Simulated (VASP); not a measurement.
# HRh8 in VASP: notebook

HRh8 is run at these levels: PBE+D3(BJ); tasks: single point.

All numbers are computed with VASP 6.6.1; they aren't measurements. Logs are shortened: lines on timing, memory, paths and dates and some standing lists are left out, and cuts for length are marked.

## Step 1: The cell of the first run

The cell holds a slab with vacuum, 9 atoms: a = 5.365 Å, b = 3.794 Å, c = 21.240 Å, α = 90.00°, β = 90.00°, γ = 90.00°.

## Step 2: Single point, PBE+D3(BJ)

Input file INCAR:

```
  PREC = Accurate
  ENCUT = 520
  EDIFF = 1E-6
  ISMEAR = 0
  SIGMA = 0.1
  LREAL = False
  LASPH = True
  NELM = 60
  ALGO = Normal
  ISIF = 2
  LWAVE = False
  LCHARG = False
  LDIPOL = True
  IDIPOL = 3
  DIPOL = 0.5 0.5 0.305
  GGA = PE
  IVDW = 12
  NBANDS = 70
```

Input file KPOINTS:

```
Automatic mesh
0
Gamma
  5 7 1
```

Input file POSCAR:

```
HRh8
1.0
    5.3650160441      0.0000000000      0.0000000000
    0.0000000000      3.7936392259      0.0000000000
    0.0000000000      0.0000000000     21.2400770646
Rh H
8 1
Direct
    0.2500000000      0.5000000000      0.1883232338
    0.7500000000      0.5000000000      0.1883232338
    0.0000000000      0.0000000000      0.2514705570
    0.5000000000      0.0000000000      0.2514705570
    0.2500000000      0.5000000000      0.3153506346
    0.7500000000      0.5000000000      0.3153506346
    0.0000000000      0.0000000000      0.3738252475
    0.5000000000      0.0000000000      0.3738252475
    0.1666666667      0.5000000000      0.4915272686
```

Potentials or basis: VASP PAW PBE potentials, release 64 (Rh_pv, H).

Started as:

```sh
$ cat potpaw_PBE.64/Rh_pv/POTCAR potpaw_PBE.64/H/POTCAR > POTCAR
$ mpirun -np 1 vasp_std > vasp.out
```

OUTCAR:

```text
PREC = Accurate
   ENCUT = 520
   EDIFF = 1E-6
   ISMEAR = 0
   LREAL = False
   LASPH = True
   NELM = 60
   ISIF = 2
   GGA = PE
   IVDW = 12
 IVDW          = 12

 ion  position               nearest neighbor table
   1  0.250  0.500  0.188-   2 2.68   2 2.68   4 2.68   3 2.68   4 2.68   3 2.68   5 2.70
   2  0.750  0.500  0.188-   1 2.68   1 2.68   4 2.68   3 2.68   4 2.68   3 2.68   6 2.70
   3  0.000  0.000  0.251-   7 2.60   4 2.68   4 2.68   2 2.68   1 2.68   2 2.68   1 2.68   5 2.69
                             5 2.69   6 2.69   6 2.69
   4  0.500  0.000  0.251-   8 2.60   3 2.68   3 2.68   2 2.68   1 2.68   2 2.68   1 2.68   5 2.69
                             5 2.69   6 2.69   6 2.69
   5  0.250  0.500  0.315-   7 2.63   8 2.63   7 2.63   8 2.63   6 2.68   6 2.68   4 2.69   4 2.69
                             3 2.69   3 2.69   1 2.70
   6  0.750  0.500  0.315-   7 2.63   8 2.63   7 2.63   8 2.63   5 2.68   5 2.68   4 2.69   4 2.69
                             3 2.69   3 2.69   2 2.70
   7  0.000  0.000  0.374-   3 2.60   5 2.63   6 2.63   5 2.63   6 2.63   8 2.68   8 2.68
   8  0.500  0.000  0.374-   4 2.60   5 2.63   6 2.63   5 2.63   6 2.63   7 2.68   7 2.68
   9  0.167  0.500  0.492-

  LATTYP: Found a simple orthorhombic cell.
 ALAT       =     3.7936392259
 B/A-ratio  =     1.4142135624
 C/A-ratio  =     5.5988658383

  Lattice vectors:

 A1 = (   0.0000000000,  -3.7936392259,   0.0000000000)
 A2 = (   5.3650160441,   0.0000000000,   0.0000000000)
 A3 = (   0.0000000000,   0.0000000000,  21.2400770646)

Analysis of symmetry for initial positions (statically):
=====================================================================
 Subroutine PRICEL returns:
 Original cell was already a primitive cell.

 Routine SETGRP: Setting up the symmetry group for a
 simple orthorhombic supercell.

 Subroutine GETGRP returns: Found  2 space group operations
 (whereof  2 operations were pure point group operations)
 out of a pool of  8 trial point group operations.

The static configuration has the point symmetry C_1h.

Analysis of symmetry for dynamics (positions and initial velocities):
=====================================================================
 Subroutine PRICEL returns:
 Original cell was already a primitive cell.

 Routine SETGRP: Setting up the symmetry group for a
 simple orthorhombic supercell.

 Subroutine GETGRP returns: Found  2 space group operations
 (whereof  2 operations were pure point group operations)
 out of a pool of  8 trial point group operations.

The dynamic configuration has the point symmetry C_1h.

 Subroutine INISYM returns: Found  2 space group operations
 (whereof  2 operations are pure point group operations),
 and found     1 'primitive' translations

----------------------------------------------------------------------------------------

                                     Primitive cell

  volume of cell :     432.2979

  direct lattice vectors                    reciprocal lattice vectors
     5.365016044  0.000000000  0.000000000     0.186392732  0.000000000  0.000000000
     0.000000000  3.793639226  0.000000000     0.000000000  0.263599130  0.000000000
     0.000000000  0.000000000 21.240077065     0.000000000  0.000000000  0.047080808

  length of vectors
     5.365016044  3.793639226 21.240077065     0.186392732  0.263599130  0.047080808

  position of ions in fractional coordinates (direct lattice)
     0.250000000  0.500000000  0.188323234
     0.750000000  0.500000000  0.188323234
     0.000000000  0.000000000  0.251470557
     0.500000000  0.000000000  0.251470557
     0.250000000  0.500000000  0.315350635
     0.750000000  0.500000000  0.315350635
     0.000000000  0.000000000  0.373825248
     0.500000000  0.000000000  0.373825248
     0.166666667  0.500000000  0.491527269

  ion indices of the primitive-cell ions
   primitive index   ion index
                 1           1
                 2           2
                 3           3
                 4           4
                 5           5
                 6           6
                 7           7
                 8           8
                 9           9

----------------------------------------------------------------------------------------

 KPOINTS: Automatic mesh

Automatic generation of k-mesh.
 Grid dimensions read from file:
 generate k-points for:    5    7    1

 Generating k-lattice:

  Cartesian coordinates                     Fractional coordinates (reciprocal lattice)
     0.037278546  0.000000000  0.000000000     0.200000000  0.000000000  0.000000000
     0.000000000  0.037657019  0.000000000     0.000000000  0.142857143  0.000000000
     0.000000000  0.000000000  0.047080808     0.000000000  0.000000000  1.000000000

  Length of vectors
     0.037278546  0.037657019  0.047080808

  Shift w.r.t. Gamma in fractional coordinates (k-lattice)
     0.000000000  0.000000000  0.000000000

 Subroutine IBZKPT returns following result:
 ===========================================

 Found     12 irreducible k-points:

 Following reciprocal coordinates:
            Coordinates               Weight
  0.000000  0.000000  0.000000      1.000000
  0.200000  0.000000  0.000000      2.000000
  0.400000  0.000000  0.000000      2.000000
  0.000000  0.142857  0.000000      2.000000
  0.200000  0.142857  0.000000      4.000000
  0.400000  0.142857  0.000000      4.000000
  0.000000  0.285714  0.000000      2.000000
  0.200000  0.285714  0.000000      4.000000
  0.400000  0.285714  0.000000      4.000000
  0.000000  0.428571  0.000000      2.000000
  0.200000  0.428571  0.000000      4.000000
  0.400000  0.428571  0.000000      4.000000
   k-points           NKPTS =     12   k-points in BZ     NKDIM =     12   number of bands    NBANDS=     70
   number of dos      NEDOS =    301   number of ions     NIONS =      9
   total plane-waves  NPLWV = 179200
   dimension x,y,z NGX =    40 NGY =   28 NGZ =  160
   dimension x,y,z NGXF=    80 NGYF=   56 NGZF=  320
   ions per type =               8   1
   NGX,Y,Z   is equivalent  to a cutoff of  12.39, 12.27, 12.52 a.u.
   NGXF,Y,Z  is equivalent  to a cutoff of  24.79, 24.54, 25.05 a.u.
 SYSTEM =  unknown system
   PREC   = accura    normal or accurate (medium, high low for compatibility)
   ISTART =      0    job   : 0-new  1-cont  2-samecut
   ICHARG =      2    charge: 1-file 2-atom 10-const
   ISPIN  =      1    spin polarized calculation?
   LNONCOLLINEAR =      F non collinear calculations
   LSORBIT =      F    spin-orbit coupling
   LASPH  =      T    aspherical Exc in radial PAW
   ENCUT  =  520.0 eV  38.22 Ry    6.18 a.u.   9.98  7.05 39.49*2*pi/ulx,y,z
   NELM   =     60;   NELMIN=  2; NELMDL= -5     # of ELM steps
   EDIFF  = 0.1E-05   stopping-criterion for ELM
   LREAL  =      F    real-space projection
   EDIFFG = 0.1E-04   stopping-criterion for IOM
   NSW    =      0    number of steps for IOM
   IBRION =     -1    ionic relax: 0-MD 1-quasi-New 2-CG
   NFREE  =      0    steps in history (QN), initial steepest desc. (CG)
   ISIF   =      2    stress and relaxation
   ISYM   =      2    0-nonsym 1-usesym 2-fastsym
   POTIM  = 0.5000    time-step for ionic-motion
   TEBEG  =    0.0;   TEEND  =   0.0 temperature during run
   PSTRESS=    0.0 pullay stress
   NELECT =     121.0000    total number of electrons
   NUPDOWN=      -1.0000    fix difference up-down
   EMIN   =  10.00;   EMAX   =-10.00  energy-range for DOS
   EFERMI =   0.00;   METHOD = LEGACY
   ISMEAR =     0;   SIGMA  =   0.10  broadening in eV -4-tet -1-fermi 0-gaus
   EFERMI_NEDOS =   21; number of points for ismear=-14 and -15
   IALGO  =     38    algorithm
   IMIX   =      4    mixing-type and parameters
     AMIX     =   0.40;   BMIX     =  1.00
     AMIX_MAG =   1.60;   BMIX_MAG =  1.00
  volume/ion in A,a.u.               =      48.03       324.14
  Fermi-wavevector in a.u.,A,eV,Ry     =   1.070884  2.023676 15.603046  1.146792
  Thomas-Fermi vector in A             =   2.206607
   LORBIT       =      0    0 simple, 1 ext, 2 COOP (PROOUT), +10 PAW based schemes
   GGA     = PE    functional components
   LHFCALC =     F    Hartree Fock is set to
   AEXX    =    0.0000 exact exchange contribution
   IVDW    =    12    specifies the selected vdW correction
   LEPSILON=     F    determine dielectric tensor
   LRPA    =     F    only Hartree local field effects (RPA)
 non-spin polarized calculation
 Gauss-broadening in eV      SIGMA  =   0.10
  energy-cutoff  :      520.00
  volume of cell :      432.30
 maximum number of plane-waves:     11681
 NGX is ok and might be reduce to    40
   NGX = 19   NGY = 15   NGZ = 79

 dipolmoment           0.000000      0.000000     -0.177477 electrons x Angstroem

 number of electron     121.0000043 magnetization

 dipolmoment           0.000000      0.000000      0.177532 electrons x Angstroem

 Free energy of the ion-electron system (eV)
  ---------------------------------------------------
  ext. energy  EPLUGINS =         0.00000000
  ---------------------------------------------------
  free energy    TOTEN  =       -52.68360830 eV

  energy without entropy =      -52.56826325  energy(sigma->0) =      -52.62593577

 E-fermi :  -0.8656     XC(G=0):  -4.8009

 val. band max:       -0.8673855549   @ k =   0.4000   0.2857   0.0000
 cond. band min:      -0.8641120957   @ k =   0.4000   0.4286   0.0000
 fundamental gap:      0.0032734592
 Fermi energy:        -0.8655747653

 k-point     1 :       0.0000    0.0000    0.0000
  band No.  band energies     occupation
      1     -47.8441      2.00000
      2     -47.7790      2.00000
      3     -47.7725      2.00000
      4     -47.5539      2.00000
      5     -47.5281      2.00000
      6     -47.4690      2.00000
[... 62 lines left out ...]
     69       2.3980      0.00000
     70       2.4910      0.00000
[... 801 lines left out ...]
     69       1.6857      0.00000
     70       1.7491      0.00000

------------------------ aborting loop because EDIFF is reached ----------------------------------------

 vacuum level on the upper side and lower side of the slab       (xc-potential included)         0.629        -0.901

 Edisp (eV)   -3.12948

 E8    (eV) :    -1.4675

  FORCE on cell =-STRESS in cart. coord.  units (eV):
  Direction    XX          YY          ZZ          XY          YZ          ZX
  --------------------------------------------------------------------------------------
  -------------------------------------------------------------------------------------
  Total      -8.84470    -7.23986    -4.54159     0.00000     0.00000    -0.23903
  in kB     -32.78012   -26.83227   -16.83198     0.00000     0.00000    -0.88590
  external pressure =      -25.48 kB  Pullay stress =        0.00 kB

 VOLUME and BASIS-vectors are now :
 -----------------------------------------------------------------------------
  energy-cutoff  :      520.00
  volume of cell :      432.30
      direct lattice vectors                 reciprocal lattice vectors
     5.365016044  0.000000000  0.000000000     0.186392732  0.000000000  0.000000000
     0.000000000  3.793639226  0.000000000     0.000000000  0.263599130  0.000000000
     0.000000000  0.000000000 21.240077065     0.000000000  0.000000000  0.047080808

 POSITION                                       TOTAL-FORCE (eV/Angst)
 -----------------------------------------------------------------------------------
      1.34125      1.89682      4.00000        -0.007070      0.000000      0.692985
      4.02376      1.89682      4.00000        -0.005953      0.000000      0.668243
      0.00000      0.00000      5.34125        -0.023335      0.000000     -0.639303
      2.68251      0.00000      5.34125         0.030473      0.000000     -0.595655
      1.34125      1.89682      6.69807         0.033661      0.000000     -0.159492
      4.02376      1.89682      6.69807        -0.020913      0.000000     -0.043454
      0.00000      0.00000      7.94008         0.209016      0.000000      0.839284
      2.68251      0.00000      7.94008        -0.113521      0.000000      0.261156
      0.89417      1.89682     10.44008        -0.102359      0.000000     -1.023763
 -----------------------------------------------------------------------------------
    total drift:                                0.000076      0.000000      0.000450

  FREE ENERGIE OF THE ION-ELECTRON SYSTEM (eV)
  ---------------------------------------------------
  free  energy   TOTEN  =       -55.8130860690 eV

  energy  without entropy=      -55.6977410221  energy(sigma->0) =      -55.75541355

 vacuum level on the upper side and lower side of the slab         5.147         3.576
```

Wall time 13 min (1 thread of Intel Xeon Platinum 8259CL at 2.50GHz (Skylake/Cascade Lake), shared host); peak memory 0.57 GiB.

What came out:

```yaml
Free_energy: -55.8131 eV
Largest_force: 1.029 eV/Å
Dispersion_energy_per_atom: -0.348 eV
```

Forces in eV/Å, atoms in the order of the input:
```
Rh  -0.007  0.000  0.693
Rh  -0.006  0.000  0.668
Rh  -0.023  0.000 -0.639
Rh   0.030  0.000 -0.596
Rh   0.034  0.000 -0.159
Rh  -0.021  0.000 -0.043
Rh   0.209  0.000  0.839
Rh  -0.114  0.000  0.261
H   -0.102  0.000 -1.024
```

## Step 3: Single point, PBE+D3(BJ)

Input file INCAR:

```
PREC     = Accurate       # precision mode
ENCUT    = 520            # plane-wave cutoff, eV
EDIFF    = 1E-6           # SCF threshold, eV
ISMEAR   = 0              # smearing method
SIGMA    = 0.1            # smearing width, eV
LREAL    = F              # projectors in reciprocal space
LASPH    = T              # aspherical terms in the spheres
NELM     = 60             # most SCF steps
ALGO     = Normal         # electronic algorithm
ISIF     = 2              # what is computed and relaxed
LWAVE    = F              # write WAVECAR
LCHARG   = T              # write CHGCAR
LDIPOL   = T            
IDIPOL   = 3            
DIPOL    = 0.5 0.5 0.305
GGA      = PE             # functional
IVDW     = 12             # dispersion correction
LELF     = T              # ELF
LVHAR    = T            
LVACPOTAV= T            
NBANDS   = 70             # bands
```

Input file KPOINTS:

```
regular mesh
0
Gamma
  5 7 1
```

POSCAR, as its differences from that of step 2:

```diff
@@ -16,2 +16,2 @@
     0.5000000000      0.0000000000      0.3738252475
-    0.1666666667      0.5000000000      0.4915272686
+    0.0000000000      0.1250000000      0.4915272686
```

Potentials or basis: VASP PAW PBE potentials, release 64 (Rh_pv, H).

Started as:

```sh
$ cat potpaw_PBE.64/Rh_pv/POTCAR potpaw_PBE.64/H/POTCAR > POTCAR
$ mpirun -np 1 vasp_std > vasp.out
```

OUTCAR:

```text
PREC = Accurate
   ENCUT = 520
   EDIFF = 1E-6
   ISMEAR = 0
   LREAL = F
   LASPH = T
   NELM = 60
   ISIF = 2
   GGA = PE
   IVDW = 12
 IVDW          = 12

 ion  position               nearest neighbor table
   1  0.250  0.500  0.188-   2 2.68   2 2.68   4 2.68   3 2.68   4 2.68   3 2.68   5 2.70
   2  0.750  0.500  0.188-   1 2.68   1 2.68   4 2.68   3 2.68   4 2.68   3 2.68   6 2.70
   3  0.000  0.000  0.251-   7 2.60   4 2.68   4 2.68   2 2.68   1 2.68   2 2.68   1 2.68   5 2.69
                             5 2.69   6 2.69   6 2.69
[... 1096 lines left out ...]
  external pressure =      -26.79 kB  Pullay stress =        0.00 kB

 VOLUME and BASIS-vectors are now :
 -----------------------------------------------------------------------------
  energy-cutoff  :      520.00
  volume of cell :      432.30
      direct lattice vectors                 reciprocal lattice vectors
     5.365016044  0.000000000  0.000000000     0.186392732  0.000000000  0.000000000
     0.000000000  3.793639226  0.000000000     0.000000000  0.263599130  0.000000000
     0.000000000  0.000000000 21.240077065     0.000000000  0.000000000  0.047080808

 POSITION                                       TOTAL-FORCE (eV/Angst)
 -----------------------------------------------------------------------------------
      1.34125      1.89682      4.00000        -0.036258      0.014745      0.642296
      4.02376      1.89682      4.00000         0.036258      0.014745      0.642296
      0.00000      0.00000      5.34125         0.000000     -0.027950     -0.757975
      2.68251      0.00000      5.34125         0.000000     -0.003596     -0.425516
      1.34125      1.89682      6.69807        -0.067787      0.018254     -0.137481
      4.02376      1.89682      6.69807         0.067787      0.018254     -0.137481
      0.00000      0.00000      7.94008         0.000000      0.310421      1.839951
      2.68251      0.00000      7.94008         0.000000     -0.011692      0.226932
      0.00000      0.47420     10.44008         0.000000     -0.333181     -1.893021
 -----------------------------------------------------------------------------------
    total drift:                               -0.000000     -0.000005      0.000512

  FREE ENERGIE OF THE ION-ELECTRON SYSTEM (eV)
  ---------------------------------------------------
  free  energy   TOTEN  =       -56.4396300671 eV

  energy  without entropy=      -56.3475121053  energy(sigma->0) =      -56.39357109

 vacuum level on the upper side and lower side of the slab         5.244         3.627
```

OSZICAR:

```text
N       E                     dE             d eps       ncg     rms          rms(c)
DAV:   1     0.113181942261E+04    0.11318E+04   -0.74831E+04  2200   0.156E+03
DAV:   2    -0.159487259644E+02   -0.11478E+04   -0.11228E+04  1872   0.443E+02
DAV:   3    -0.558622991006E+02   -0.39914E+02   -0.37052E+02  2090   0.796E+01
[... 22 lines left out ...]
DAV:  26    -0.533140059495E+02   -0.28179E-04   -0.39966E-06  1216   0.630E-03    0.164E-03
DAV:  27    -0.533140208167E+02   -0.14867E-04   -0.11259E-06  1194   0.337E-03    0.761E-04
DAV:  28    -0.533140281310E+02   -0.73143E-05   -0.47802E-07  1186   0.145E-03    0.290E-04
DAV:  29    -0.533140315448E+02   -0.34138E-05   -0.25180E-07  1100   0.761E-04    0.322E-04
DAV:  30    -0.533140325858E+02   -0.10410E-05   -0.58609E-08  1010   0.523E-04    0.122E-04
DAV:  31    -0.533140331548E+02   -0.56901E-06   -0.22503E-08   942   0.309E-04
   1 F= -.56439630E+02 E0= -.56393571E+02  d E =-.921180E-01
```

stdout:

```text
POSCAR found type information on POSCAR RhH
 POSCAR found :  2 types and       9 ions
 scaLAPACK will be used
 LDA part: xc-table for (Slater+PW92), standard interpolation
 POSCAR, INCAR and KPOINTS ok, starting setup
 FFT: planning ... GRIDC
 FFT: planning ... GRID_SOFT
 FFT: planning ... GRID
 WAVECAR not read
 entering main loop
 -----------------------------------------------------------------------------
|                                                                             |
|           W    W    AA    RRRRR   N    N  II  N    N   GGGG   !!!           |
|           W    W   A  A   R    R  NN   N  II  NN   N  G    G  !!!           |
|           W    W  A    A  R    R  N N  N  II  N N  N  G       !!!           |
|           W WW W  AAAAAA  RRRRR   N  N N  II  N  N N  G  GGG   !            |
|           WW  WW  A    A  R   R   N   NN  II  N   NN  G    G                |
|           W    W  A    A  R    R  N    N  II  N    N   GGGG   !!!           |
|                                                                             |
|     Did not find any points to average over, which means that no vacuum     |
|     field-free region was found. Please increase the size of  your cell     |
|     in the dimension of the dipole correction to obtain accurate            |
|     workfunction values.                                                    |
|                                                                             |
 -----------------------------------------------------------------------------
```

It took 16 min on 1 thread of Intel Xeon Platinum 8259CL at 2.50GHz (Skylake/Cascade Lake), shared host; peak memory 0.56 GiB.

Results:

* Free energy: -56.4396 eV
* Largest force: 1.922 eV/Å
* Dispersion energy per atom: -0.347 eV

Forces on the atoms (eV/Å):
```
Rh  -0.036  0.015  0.642
Rh   0.036  0.015  0.642
Rh   0.000 -0.028 -0.758
Rh   0.000 -0.004 -0.426
Rh  -0.068  0.018 -0.137
Rh   0.068  0.018 -0.137
Rh   0.000  0.310  1.840
Rh   0.000 -0.012  0.227
H    0.000 -0.333 -1.893
```
